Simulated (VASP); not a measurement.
# GaP (F-43m) in VASP: a series of runs

Runs on GaP. Level: LDA. Tasks: single point, relaxation of cell and atoms.

Everything below comes from runs of VASP 6.6.1. Logs are shortened: lines on timing, memory, paths and dates and some standing lists are left out, and cuts for length are marked.

**Experimental background.**

“Stacking defects in GaP nanowires: Electronic structure and optical properties”, 2018, arxiv:1810.01194 quotes, for a bulk crystal of GaP at 10 K: band gap 2.34 eV (indirect).

The results are compared with them further down.

### 1 The cell of the first run

It takes space group F-43m (No. 216, cubic). The conventional cell has a = 5.026 Å, b = 5.026 Å, c = 5.026 Å, α = 90.00°, β = 90.00°, γ = 90.00°. Within 2.9 Å of Ga (site symmetry -43m) lie 4 P at 2.18 Å. Within 2.9 Å of P (site symmetry -43m) lie 4 Ga at 2.18 Å.

### 2 Single point, LDA

File INCAR:

```
  PREC = Accurate
  ENCUT = 520
  EDIFF = 1E-6
  ISMEAR = 0
  SIGMA = 0.01
  LREAL = False
  LASPH = True
  NELM = 80
  ALGO = Normal
  ISIF = 2
  LWAVE = False
  LCHARG = False
  NBANDS = 16
```

File KPOINTS:

```
Automatic mesh
0
Gamma
  8 8 8
```

File POSCAR:

```
GaP
1.0
    0.0000000000      2.5129852108      2.5129852108
    2.5129852108      0.0000000000      2.5129852108
    2.5129852108      2.5129852108      0.0000000000
Ga P
1 1
Direct
    0.0000000000      0.0000000000      0.0000000000
    0.7500000000      0.7500000000      0.7500000000
```

Potentials or basis: VASP PAW LDA potentials, release 64 (Ga_d, P).

Launch:

```bash
cat potpaw_LDA.64/Ga_d/POTCAR potpaw_LDA.64/P/POTCAR > POTCAR
mpirun -np 1 vasp_std > vasp.out
```

OUTCAR:

```text
PREC = Accurate
   ENCUT = 520
   EDIFF = 1E-6
   ISMEAR = 0
   LREAL = False
   LASPH = True
   NELM = 80
   ISIF = 2

 ion  position               nearest neighbor table
   1  0.000  0.000  0.000-   2 2.18   2 2.18   2 2.18   2 2.18
   2  0.750  0.750  0.750-   1 2.18   1 2.18   1 2.18   1 2.18

  LATTYP: Found a face centered cubic cell.
 ALAT       =     5.0259704216

  Lattice vectors:

 A1 = (   0.0000000000,   2.5129852108,   2.5129852108)
 A2 = (   2.5129852108,   0.0000000000,   2.5129852108)
 A3 = (   2.5129852108,   2.5129852108,   0.0000000000)

Analysis of symmetry for initial positions (statically):
=====================================================================
 Subroutine PRICEL returns:
 Original cell was already a primitive cell.

 Routine SETGRP: Setting up the symmetry group for a
 face centered cubic supercell.

 Subroutine GETGRP returns: Found 24 space group operations
 (whereof 24 operations were pure point group operations)
 out of a pool of 48 trial point group operations.

The static configuration has the point symmetry T_d .

Analysis of symmetry for dynamics (positions and initial velocities):
=====================================================================
 Subroutine PRICEL returns:
 Original cell was already a primitive cell.

 Routine SETGRP: Setting up the symmetry group for a
 face centered cubic supercell.

 Subroutine GETGRP returns: Found 24 space group operations
 (whereof 24 operations were pure point group operations)
 out of a pool of 48 trial point group operations.

The dynamic configuration has the point symmetry T_d .

 Subroutine INISYM returns: Found 24 space group operations
 (whereof 24 operations are pure point group operations),
 and found     1 'primitive' translations

----------------------------------------------------------------------------------------

                                     Primitive cell

  volume of cell :      31.7395

  direct lattice vectors                    reciprocal lattice vectors
     0.000000000  2.512985211  2.512985211    -0.198966551  0.198966551  0.198966551
     2.512985211  0.000000000  2.512985211     0.198966551 -0.198966551  0.198966551
     2.512985211  2.512985211  0.000000000     0.198966551  0.198966551 -0.198966551

  length of vectors
     3.553897767  3.553897767  3.553897767     0.344620175  0.344620175  0.344620175

  position of ions in fractional coordinates (direct lattice)
     0.000000000  0.000000000  0.000000000
     0.750000000  0.750000000  0.750000000

  ion indices of the primitive-cell ions
   primitive index   ion index
                 1           1
                 2           2

----------------------------------------------------------------------------------------

 KPOINTS: Automatic mesh

Automatic generation of k-mesh.
 Grid dimensions read from file:
 generate k-points for:    8    8    8

 Generating k-lattice:

  Cartesian coordinates                     Fractional coordinates (reciprocal lattice)
    -0.024870819  0.024870819  0.024870819     0.125000000  0.000000000  0.000000000
     0.024870819 -0.024870819  0.024870819     0.000000000  0.125000000  0.000000000
     0.024870819  0.024870819 -0.024870819     0.000000000  0.000000000  0.125000000

  Length of vectors
     0.043077522  0.043077522  0.043077522

  Shift w.r.t. Gamma in fractional coordinates (k-lattice)
     0.000000000  0.000000000  0.000000000

 Subroutine IBZKPT returns following result:
 ===========================================

 Found     29 irreducible k-points:

 Following reciprocal coordinates:
            Coordinates               Weight
  0.000000  0.000000  0.000000      1.000000
  0.125000  0.000000  0.000000      8.000000
  0.250000  0.000000  0.000000      8.000000
  0.375000  0.000000  0.000000      8.000000
  0.500000  0.000000  0.000000      4.000000
  0.125000  0.125000  0.000000      6.000000
[... 16 lines left out ...]
  0.500000  0.250000  0.125000     48.000000
 -0.375000  0.250000  0.125000     24.000000
 [... further k-points ...]
   k-points           NKPTS =     29   k-points in BZ     NKDIM =     29   number of bands    NBANDS=     16
   number of dos      NEDOS =    301   number of ions     NIONS =      2
   total plane-waves  NPLWV =  21952
   dimension x,y,z NGX =    28 NGY =   28 NGZ =   28
   dimension x,y,z NGXF=    56 NGYF=   56 NGZF=   56
   ions per type =               1   1
   NGX,Y,Z   is equivalent  to a cutoff of  13.10, 13.10, 13.10 a.u.
   NGXF,Y,Z  is equivalent  to a cutoff of  26.20, 26.20, 26.20 a.u.
 SYSTEM =  unknown system
   PREC   = accura    normal or accurate (medium, high low for compatibility)
   ISTART =      0    job   : 0-new  1-cont  2-samecut
   ICHARG =      2    charge: 1-file 2-atom 10-const
   ISPIN  =      1    spin polarized calculation?
   LNONCOLLINEAR =      F non collinear calculations
   LSORBIT =      F    spin-orbit coupling
   LASPH  =      T    aspherical Exc in radial PAW
   ENCUT  =  520.0 eV  38.22 Ry    6.18 a.u.   6.61  6.61  6.61*2*pi/ulx,y,z
   NELM   =     80;   NELMIN=  2; NELMDL= -5     # of ELM steps
   EDIFF  = 0.1E-05   stopping-criterion for ELM
   LREAL  =      F    real-space projection
   EDIFFG = 0.1E-04   stopping-criterion for IOM
   NSW    =      0    number of steps for IOM
   IBRION =     -1    ionic relax: 0-MD 1-quasi-New 2-CG
   NFREE  =      0    steps in history (QN), initial steepest desc. (CG)
   ISIF   =      2    stress and relaxation
   ISYM   =      2    0-nonsym 1-usesym 2-fastsym
   POTIM  = 0.5000    time-step for ionic-motion
   TEBEG  =    0.0;   TEEND  =   0.0 temperature during run
   PSTRESS=    0.0 pullay stress
   NELECT =      18.0000    total number of electrons
   NUPDOWN=      -1.0000    fix difference up-down
   EMIN   =  10.00;   EMAX   =-10.00  energy-range for DOS
   EFERMI =   0.00;   METHOD = LEGACY
   ISMEAR =     0;   SIGMA  =   0.01  broadening in eV -4-tet -1-fermi 0-gaus
   EFERMI_NEDOS =   21; number of points for ismear=-14 and -15
   IALGO  =     38    algorithm
   IMIX   =      4    mixing-type and parameters
     AMIX     =   0.40;   BMIX     =  1.00
     AMIX_MAG =   1.60;   BMIX_MAG =  1.00
  volume/ion in A,a.u.               =      15.87       107.09
  Fermi-wavevector in a.u.,A,eV,Ry     =   1.355082  2.560735 24.983678  1.836249
  Thomas-Fermi vector in A             =   2.482200
   LORBIT       =      0    0 simple, 1 ext, 2 COOP (PROOUT), +10 PAW based schemes
   GGA     = CA    functional components
   LHFCALC =     F    Hartree Fock is set to
   AEXX    =    0.0000 exact exchange contribution
   IVDW    =     0    specifies the selected vdW correction
   LEPSILON=     F    determine dielectric tensor
   LRPA    =     F    only Hartree local field effects (RPA)
 non-spin polarized calculation
 Gauss-broadening in eV      SIGMA  =   0.01
  energy-cutoff  :      520.00
  volume of cell :       31.74
 maximum number of plane-waves:       877
 NGX is ok and might be reduce to    28
   NGX = 13   NGY = 13   NGZ = 13

 number of electron      17.9999996 magnetization

 Free energy of the ion-electron system (eV)
  ---------------------------------------------------
  ext. energy  EPLUGINS =         0.00000000
  ---------------------------------------------------
  free energy    TOTEN  =        -9.86480628 eV

  energy without entropy =       -9.86480628  energy(sigma->0) =       -9.86480628

 E-fermi :   7.5180     XC(G=0): -11.2935

 val. band max:        7.3779538156   @ k =   0.0000   0.0000   0.0000
 cond. band min:       8.2834162666   @ k =   0.5000   0.5000   0.0000
 fundamental gap:      0.9054624510
 Fermi energy:         7.5180156901

 k-point     1 :       0.0000    0.0000    0.0000
  band No.  band energies     occupation
      1      -8.0168      2.00000
      2      -8.0168      2.00000
      3      -8.0168      2.00000
      4      -7.8203      2.00000
      5      -7.8203      2.00000
      6      -7.2503      2.00000
[... 8 lines left out ...]
     15      17.4699      0.00000
     16      17.4699      0.00000

 k-point     2 :       0.1250    0.0000    0.0000
  band No.  band energies     occupation
      1      -8.0647      2.00000
      2      -8.0070      2.00000
      3      -8.0070      2.00000
      4      -7.8207      2.00000
      5      -7.8207      2.00000
      6      -6.9610      2.00000
[... 8 lines left out ...]
     15      16.6533      0.00000
     16      18.0274      0.00000

 k-point     3 :       0.2500    0.0000    0.0000
  band No.  band energies     occupation
      1      -8.1373      2.00000
      2      -7.9864      2.00000
      3      -7.9864      2.00000
      4      -7.8182      2.00000
      5      -7.8182      2.00000
      6      -6.1772      2.00000
[... 8 lines left out ...]
     15      16.4737      0.00000
     16      17.7966      0.00000

 k-point     4 :       0.3750    0.0000    0.0000
  band No.  band energies     occupation
      1      -8.1889      2.00000
      2      -7.9716      2.00000
      3      -7.9716      2.00000
      4      -7.8096      2.00000
      5      -7.8096      2.00000
      6      -5.0416      2.00000
[... 8 lines left out ...]
     15      18.0299      0.00000
     16      18.5474      0.00000

 k-point     5 :       0.5000    0.0000    0.0000
  band No.  band energies     occupation
      1      -8.2075      2.00000
      2      -7.9673      2.00000
      3      -7.9673      2.00000
      4      -7.8039      2.00000
      5      -7.8039      2.00000
      6      -4.2369      2.00000
[... 8 lines left out ...]
     15      19.7791      0.00000
     16      20.0089      0.00000

 k-point     6 :       0.1250    0.1250    0.0000
  band No.  band energies     occupation
      1      -8.0827      2.00000
      2      -7.9979      2.00000
      3      -7.9979      2.00000
      4      -7.8316      2.00000
      5      -7.8134      2.00000
      6      -6.8706      2.00000
[... 8 lines left out ...]
     15      17.7389      0.00000
     16      18.5718      0.00000

 k-point     7 :       0.2500    0.1250    0.0000
  band No.  band energies     occupation
      1      -8.1354      2.00000
      2      -7.9811      2.00000
      3      -7.9761      2.00000
      4      -7.8401      2.00000
      5      -7.8069      2.00000
      6      -6.2612      2.00000
[... 8 lines left out ...]
     15      17.7083      0.00000
     16      19.3945      0.00000

 k-point     8 :       0.3750    0.1250    0.0000
  band No.  band energies     occupation
      1      -8.1804      2.00000
      2      -7.9683      2.00000
      3      -7.9586      2.00000
      4      -7.8359      2.00000
      5      -7.8007      2.00000
      6      -5.2325      2.00000
[... 8 lines left out ...]
     15      18.8373      0.00000
     16      19.2739      0.00000

 k-point     9 :       0.5000    0.1250    0.0000
  band No.  band energies     occupation
      1      -8.2033      2.00000
      2      -7.9635      2.00000
      3      -7.9529      2.00000
      4      -7.8213      2.00000
      5      -7.8013      2.00000
      6      -4.1645      2.00000
[... 8 lines left out ...]
     15      19.7923      0.00000
     16      20.8528      0.00000
[... 172 lines left out ...]
 k-point    19 :       0.5000    0.3750    0.0000
  band No.  band energies     occupation
      1      -8.2343      2.00000
      2      -7.9116      2.00000
      3      -7.8895      2.00000
      4      -7.8864      2.00000
      5      -7.7802      2.00000
      6      -3.3744      2.00000
[... 8 lines left out ...]
     15      20.5336      0.00000
     16      22.4169      0.00000

 k-point    20 :      -0.3750    0.3750    0.0000
  band No.  band energies     occupation
      1      -8.2208      2.00000
      2      -7.9277      2.00000
      3      -7.8978      2.00000
      4      -7.8693      2.00000
      5      -7.7949      2.00000
      6      -2.9799      2.00000
[... 8 lines left out ...]
     15      18.2878      0.00000
     16      24.2055      0.00000

 k-point    21 :       0.5000    0.5000    0.0000
  band No.  band energies     occupation
      1      -8.2472      2.00000
      2      -7.9156      2.00000
      3      -7.8787      2.00000
      4      -7.8787      2.00000
      5      -7.7729      2.00000
      6      -2.9876      2.00000
[... 8 lines left out ...]
     15      20.8461      0.00000
     16      21.5311      0.00000

 k-point    22 :       0.3750    0.2500    0.1250
  band No.  band energies     occupation
      1      -8.1708      2.00000
      2      -7.9630      2.00000
      3      -7.9536      2.00000
      4      -7.8499      2.00000
      5      -7.8012      2.00000
      6      -5.5281      2.00000
[... 8 lines left out ...]
     15      19.5459      0.00000
     16      21.2164      0.00000

 k-point    23 :       0.5000    0.2500    0.1250
  band No.  band energies     occupation
      1      -8.1953      2.00000
      2      -7.9567      2.00000
      3      -7.9348      2.00000
      4      -7.8447      2.00000
      5      -7.8017      2.00000
      6      -4.4455      2.00000
[... 8 lines left out ...]
     15      20.0693      0.00000
     16      21.2491      0.00000

 k-point    24 :      -0.3750    0.2500    0.1250
  band No.  band energies     occupation
      1      -8.2043      2.00000
      2      -7.9563      2.00000
      3      -7.9285      2.00000
      4      -7.8359      2.00000
      5      -7.8053      2.00000
      6      -3.6851      2.00000
[... 8 lines left out ...]
     15      20.0370      0.00000
     16      21.2875      0.00000

 [... further k-points ...]

------------------------ aborting loop because EDIFF is reached ----------------------------------------

  FORCE on cell =-STRESS in cart. coord.  units (eV):
  Direction    XX          YY          ZZ          XY          YZ          ZX
  --------------------------------------------------------------------------------------
  -------------------------------------------------------------------------------------
  Total        5.9713556      5.9713556      5.9713556     -0.0000000      0.0000000      0.0000000
  in kB      301.4280920    301.4280920    301.4280920     -0.0000000      0.0000000      0.0000000
  external PRESSURE =     301.4280920 kB  Pullay stress =       0.0000000 kB

 VOLUME and BASIS-vectors are now :
 -----------------------------------------------------------------------------
  energy-cutoff  :      520.00
  volume of cell :       31.74
      direct lattice vectors                 reciprocal lattice vectors
     0.000000000  2.512985211  2.512985211    -0.198966551  0.198966551  0.198966551
     2.512985211  0.000000000  2.512985211     0.198966551 -0.198966551  0.198966551
     2.512985211  2.512985211  0.000000000     0.198966551  0.198966551 -0.198966551

 POSITION                                       TOTAL-FORCE (eV/Angst)
 -----------------------------------------------------------------------------------
      0.00000      0.00000      0.00000        -0.000000      0.000000      0.000000
      3.76948      3.76948      3.76948         0.000000     -0.000000     -0.000000
 -----------------------------------------------------------------------------------
    total drift:                               -0.000002     -0.000002     -0.000001

  FREE ENERGIE OF THE ION-ELECTRON SYSTEM (eV)
  ---------------------------------------------------
  free  energy   TOTEN  =        -9.8648062755 eV

  energy  without entropy=       -9.8648062755  energy(sigma->0) =       -9.86480628
```

Wall time 13 s (1 thread of Intel Xeon 6975P-C, shared host); peak memory 0.14 GiB.

Results:

| Item | Value |
| --- | --- |
| Free energy | -9.8648 eV |
| Pressure | 30.1 GPa |
| Band gap on the k mesh | 0.91 eV, indirect (least direct gap 3.62 eV) |

(Part 1 of 2 ends here.)
